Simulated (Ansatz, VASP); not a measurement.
Two plane-wave programs on KI

```
K I
1.0
     4.29120    0.00000    0.00000
     0.00000    4.29120    0.00000
     0.00000    0.00000    4.29120
K I
1 1
Direct
  0.00000 0.00000 0.00000
  0.50000 0.50000 0.50000
```

Alike in both runs: task relaxation of cell and atoms; functional PBEsol; dispersion D3(BJ); k mesh 4 × 4 × 4; no spin polarisation.

```csv
,VASP,Ansatz
version,VASP 6.6.1,Ansatz 0.2.0
potentials or method,"VASP PAW PBE potentials, release 64 (K_sv, I)","plane waves, PAW"
plane-wave cutoff (eV),600,420
occupations,"gaussian, width 0.01 eV",fixed
valence electrons in the cell,16,26
```

```csv
,VASP,Ansatz,Ansatz less VASP
relaxed volume (Å³/atom),35.31,35.12,-0.196
relaxed cell length with the largest relative difference (Å),4.134,4.126,-0.0077
```

VASP's potentials were made for PBE, not for PBEsol. VASP's potentials hold 16 valence electrons a cell and Ansatz's 26, so a difference there can come from the potentials and not from the codes.

Spin-orbit coupling is off throughout.
